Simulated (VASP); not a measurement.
# MgSn2N2 (P-4m2) in VASP: single point with PBE+U

Aim: the single point of MgSn2N2 with PBE+U.

Everything below comes from runs of VASP 6.6.1. Logs are shortened: lines on timing, memory, paths and dates and some standing lists are left out, and cuts for length are marked.

## Step 1: The cell of the first run

It takes space group P-4m2 (No. 115, tetragonal). Conventional cell: a = 3.361 Å, b = 3.361 Å, c = 8.188 Å, α = 90.00°, β = 90.00°, γ = 90.00°. Within 2.8 Å of Mg (site symmetry -4m2) lie 4 N at 2.09 Å. Within 2.8 Å of Sn (site symmetry 2mm) lie 2 N at 2.11 Å. Within 2.8 Å of N (site symmetry 2mm) lie 2 Mg at 2.09 Å and 2 Sn at 2.11 Å.

## Step 2: Single point, PBE+U

The input, INCAR:

```
SYSTEM = MgSn2N2
PREC     = Accurate       ! precision mode
ENCUT    = 600            ! plane-wave cutoff, eV
EDIFF    = 1E-6           ! SCF threshold, eV
ISMEAR   = 1              ! smearing method
SIGMA    = 0.06802846561497 ! smearing width, eV
LREAL    = .False.        ! projectors in reciprocal space
LASPH    = .True.         ! aspherical terms in the spheres
NELM     = 200            ! most SCF steps
ALGO     = Normal         ! electronic algorithm
ISIF     = 2              ! what is computed and relaxed
LWAVE    = .False.        ! write WAVECAR
LCHARG   = .True.         ! write CHGCAR
LDAU     = .True.         ! DFT+U
LDAUTYPE = 2            
LDAUL    = -1 -1 1        ! shell
LDAUU    = 0 0 1.4        ! U, eV
LDAUJ    = 0 0 0        
LDAUPRINT= 1            
GGA      = PE             ! functional
LELF     = .True.         ! ELF
LVHAR    = .True.       
NBANDS   = 28             ! bands
GGA_COMPAT= .False.
```

The input, KPOINTS:

```
regular mesh
0
Gamma
  2 2 1
  0 0 0
```

The input, POSCAR:

```
MgSn2N2
1.0
    3.3605490000      0.0000000000      0.0000000000
    0.0000000000      3.3605490000      0.0000000000
    0.0000000000      0.0000000000      8.1883940000
Mg Sn N
1 2 2
Direct
    0.5000000000      0.5000000000      0.0000000000
    0.0000000000      0.0000000000      0.6921370000
    0.0000000000      0.0000000000      0.3078630000
    0.0000000000      0.5000000000      0.1526980000
    0.5000000000      0.0000000000      0.8473020000
```

Potentials or basis: VASP PAW PBE potentials, release 64 (Mg, Sn_d, N).

Run with:

```sh
$ cat potpaw_PBE.64/Mg/POTCAR potpaw_PBE.64/Sn_d/POTCAR potpaw_PBE.64/N/POTCAR > POTCAR
$ mpirun -np 1 vasp_std > vasp.out
```

OUTCAR:

```text
SYSTEM = MgSn2N2
   PREC = Accurate
   ENCUT = 600
   EDIFF = 1E-6
   ISMEAR = 1
   LREAL = .False.
   LASPH = .True.
   NELM = 200
   ISIF = 2
   GGA = PE

 ion  position               nearest neighbor table
   1  0.500  0.500  0.000-   4 2.09   5 2.09   5 2.09   4 2.09   2 3.46   3 3.46   2 3.46   2 3.46
                             3 3.46   3 3.46   2 3.46   3 3.46
   2  0.000  0.000  0.692-   5 2.11   5 2.11   3 3.15   1 3.46   1 3.46   1 3.46   1 3.46
   3  0.000  0.000  0.308-   4 2.11   4 2.11   2 3.15   1 3.46   1 3.46   1 3.46   1 3.46
   4  0.000  0.500  0.153-   1 2.09   1 2.09   3 2.11   3 2.11
   5  0.500  0.000  0.847-   1 2.09   1 2.09   2 2.11   2 2.11

  LATTYP: Found a simple tetragonal cell.
 ALAT       =     3.3605490000
 C/A-ratio  =     2.4366238969

  Lattice vectors:

 A1 = (   3.3605490000,   0.0000000000,   0.0000000000)
 A2 = (   0.0000000000,   3.3605490000,   0.0000000000)
 A3 = (   0.0000000000,   0.0000000000,   8.1883940000)

Analysis of symmetry for initial positions (statically):
=====================================================================
 Subroutine PRICEL returns:
 Original cell was already a primitive cell.

 Routine SETGRP: Setting up the symmetry group for a
 simple tetragonal supercell.

 Subroutine GETGRP returns: Found  8 space group operations
 (whereof  8 operations were pure point group operations)
 out of a pool of 16 trial point group operations.

The static configuration has the point symmetry D_2d.

Analysis of symmetry for dynamics (positions and initial velocities):
=====================================================================
 Subroutine PRICEL returns:
 Original cell was already a primitive cell.

 Routine SETGRP: Setting up the symmetry group for a
 simple tetragonal supercell.

 Subroutine GETGRP returns: Found  8 space group operations
 (whereof  8 operations were pure point group operations)
 out of a pool of 16 trial point group operations.

The dynamic configuration has the point symmetry D_2d.

 Subroutine INISYM returns: Found  8 space group operations
 (whereof  8 operations are pure point group operations),
 and found     1 'primitive' translations

----------------------------------------------------------------------------------------

                                     Primitive cell
[... 78 lines left out ...]
   NSW    =      0    number of steps for IOM
   IBRION =     -1    ionic relax: 0-MD 1-quasi-New 2-CG
   NFREE  =      0    steps in history (QN), initial steepest desc. (CG)
   ISIF   =      2    stress and relaxation
   ISYM   =      2    0-nonsym 1-usesym 2-fastsym
   POTIM  = 0.5000    time-step for ionic-motion
   TEBEG  =    0.0;   TEEND  =   0.0 temperature during run
   PSTRESS=    0.0 pullay stress
   NELECT =      40.0000    total number of electrons
   NUPDOWN=      -1.0000    fix difference up-down
   EMIN   =  10.00;   EMAX   =-10.00  energy-range for DOS
   EFERMI =   0.00;   METHOD = LEGACY
   ISMEAR =     1;   SIGMA  =   0.07  broadening in eV -4-tet -1-fermi 0-gaus
   EFERMI_NEDOS =   21; number of points for ismear=-14 and -15
   IALGO  =     38    algorithm
   IMIX   =      4    mixing-type and parameters
     AMIX     =   0.40;   BMIX     =  1.00
     AMIX_MAG =   1.60;   BMIX_MAG =  1.00
  volume/ion in A,a.u.               =      18.49       124.81
  Fermi-wavevector in a.u.,A,eV,Ry     =   1.238098  2.339666 20.856196  1.532887
  Thomas-Fermi vector in A             =   2.372638
   LORBIT       =      0    0 simple, 1 ext, 2 COOP (PROOUT), +10 PAW based schemes
 LDA+U is selected, type is set to LDAUTYPE =  2
   angular momentum for each species LDAUL =    -1   -1    1
   U (eV)           for each species LDAUU =   0.0  0.0  1.4
   J (eV)           for each species LDAUJ =   0.0  0.0  0.0
   GGA     = PE    functional components
   LHFCALC =     F    Hartree Fock is set to
   AEXX    =    0.0000 exact exchange contribution
   IVDW    =     0    specifies the selected vdW correction
   LEPSILON=     F    determine dielectric tensor
   LRPA    =     F    only Hartree local field effects (RPA)
 non-spin polarized calculation
 Methfessel and Paxton  Order N= 1 SIGMA  =   0.07
  energy-cutoff  :      600.00
  volume of cell :       92.47
 maximum number of plane-waves:      3092
 NGX is ok and might be reduce to    28
   NGX = 13   NGY = 13   NGZ = 33

 number of electron      40.0000001 magnetization

 Free energy of the ion-electron system (eV)
  ---------------------------------------------------
  ext. energy  EPLUGINS =         0.00000000
  ---------------------------------------------------
  free energy    TOTEN  =       -23.34965710 eV

  energy without entropy =      -23.34713730  energy(sigma->0) =      -23.34881717

 E-fermi :   5.3205     XC(G=0):  -9.7669

 val. band max:        5.2773530041   @ k =   0.5000   0.0000   0.0000
 cond. band min:       5.3636043650   @ k =   0.5000   0.0000   0.0000
 fundamental gap:      0.0862513609
 Fermi energy:         5.3204786846

 k-point     1 :       0.0000    0.0000    0.0000
  band No.  band energies     occupation
      1     -15.6568      2.00000
      2     -15.6549      2.00000
      3     -15.5038      2.00000
      4     -15.4428      2.00000
      5     -15.4428      2.00000
      6     -15.3988      2.00000
[... 82 lines left out ...]
     27      11.2431      0.00000
     28      12.3657      0.00000

------------------------ aborting loop because EDIFF is reached ----------------------------------------

  FORCE on cell =-STRESS in cart. coord.  units (eV):
  Direction    XX          YY          ZZ          XY          YZ          ZX
  --------------------------------------------------------------------------------------
  -------------------------------------------------------------------------------------
  Total        4.0543640      4.0543640     -1.9895343      0.0000000     -0.0000000     -0.0000000
  in kB       70.2447915     70.2447915    -34.4701210      0.0000000     -0.0000000     -0.0000000
  external PRESSURE =      35.3398207 kB  Pullay stress =       0.0000000 kB

 VOLUME and BASIS-vectors are now :
 -----------------------------------------------------------------------------
  energy-cutoff  :      600.00
  volume of cell :       92.47
      direct lattice vectors                 reciprocal lattice vectors
     3.360549000  0.000000000  0.000000000     0.297570427  0.000000000  0.000000000
     0.000000000  3.360549000  0.000000000     0.000000000  0.297570427  0.000000000
     0.000000000  0.000000000  8.188394000     0.000000000  0.000000000  0.122124070

 POSITION                                       TOTAL-FORCE (eV/Angst)
 -----------------------------------------------------------------------------------
      1.68027      1.68027      0.00000        -0.000000      0.000000      0.000000
      0.00000      0.00000      5.66749         0.000000     -0.000000     -0.041221
      0.00000      0.00000      2.52090        -0.000000     -0.000000      0.041221
      0.00000      1.68027      1.25035        -0.000000     -0.000000     -0.355446
      1.68027      0.00000      6.93804        -0.000000     -0.000000      0.355446
 -----------------------------------------------------------------------------------
    total drift:                               -0.000000     -0.000000      0.000000

  FREE ENERGIE OF THE ION-ELECTRON SYSTEM (eV)
  ---------------------------------------------------
  free  energy   TOTEN  =       -23.3496570975 eV

  energy  without entropy=      -23.3471373027  energy(sigma->0) =      -23.34881717
```

OSZICAR:

```text
N       E                     dE             d eps       ncg     rms          rms(c)
DAV:   1     0.415846418950E+03    0.41585E+03   -0.21267E+04   172   0.210E+03
DAV:   2     0.388372822982E+02   -0.37701E+03   -0.36367E+03   168   0.543E+02
DAV:   3    -0.244126839859E+02   -0.63250E+02   -0.61985E+02   180   0.182E+02
DAV:   4    -0.287572901401E+02   -0.43446E+01   -0.43129E+01   208   0.483E+01
DAV:   5    -0.288717375671E+02   -0.11445E+00   -0.11436E+00   192   0.830E+00    0.132E+01
DAV:   6    -0.235480386199E+02    0.53237E+01   -0.27576E+01   244   0.446E+01    0.658E+00
DAV:   7    -0.233677030102E+02    0.18034E+00   -0.33884E+00   180   0.116E+01    0.338E+00
DAV:   8    -0.233512907097E+02    0.16412E-01   -0.57539E-01   248   0.432E+00    0.126E+00
DAV:   9    -0.233484259423E+02    0.28648E-02   -0.35132E-02   204   0.157E+00    0.412E-01
DAV:  10    -0.233489314300E+02   -0.50549E-03   -0.74682E-03   232   0.498E-01    0.235E-01
DAV:  11    -0.233495840415E+02   -0.65261E-03   -0.30487E-03   212   0.258E-01    0.705E-02
DAV:  12    -0.233496276381E+02   -0.43597E-04   -0.24740E-04   188   0.122E-01    0.235E-02
DAV:  13    -0.233496504087E+02   -0.22771E-04   -0.44833E-05   188   0.379E-02    0.120E-02
DAV:  14    -0.233496557480E+02   -0.53392E-05   -0.78297E-06   160   0.140E-02    0.447E-03
DAV:  15    -0.233496569349E+02   -0.11870E-05   -0.25983E-06   168   0.797E-03    0.163E-03
DAV:  16    -0.233496570975E+02   -0.16256E-06   -0.16551E-07   128   0.326E-03
   1 F= -.23349657E+02 E0= -.23348817E+02  d E =-.251979E-02
```

stdout:

```text
POSCAR found type information on POSCAR MgSnN
 POSCAR found :  3 types and       5 ions
 scaLAPACK will be used
 LDA part: xc-table for (Slater+PW92), standard interpolation
 POSCAR, INCAR and KPOINTS ok, starting setup
 FFT: planning ... GRIDC
 FFT: planning ... GRID_SOFT
 FFT: planning ... GRID
 WAVECAR not read
 entering main loop
```

It took 17 s on 1 thread of Intel Xeon Platinum 8259CL at 2.50GHz (Skylake/Cascade Lake), shared host; peak memory 0.22 GiB.

Results:

```
Free energy            : -23.3497 eV
Pressure               : 3.5 GPa
Largest force          : 0.355 eV/Å
Band gap on the k mesh : zero (bands 20 and 21 overlap by 1.33 eV)
```

Forces on the atoms (eV/Å):
```
Mg   0.000  0.000  0.000
Sn   0.000  0.000 -0.041
Sn   0.000  0.000  0.041
N    0.000  0.000 -0.355
N    0.000  0.000  0.355
```

Stress tensor (GPa, compression positive):
```
 7.02  0.00  0.00
 0.00  7.02  0.00
 0.00  0.00 -3.45
```

Caveat: the k points lie up to 0.93 Å⁻¹ apart, too coarse for converged energies and pressures of a metal; spin-orbit coupling is left out, which moves the levels of the heavy elements; U without spin polarisation on a metal has little footing.

The gap in the log of VASP goes by the Fermi energy; the results here count the filled bands.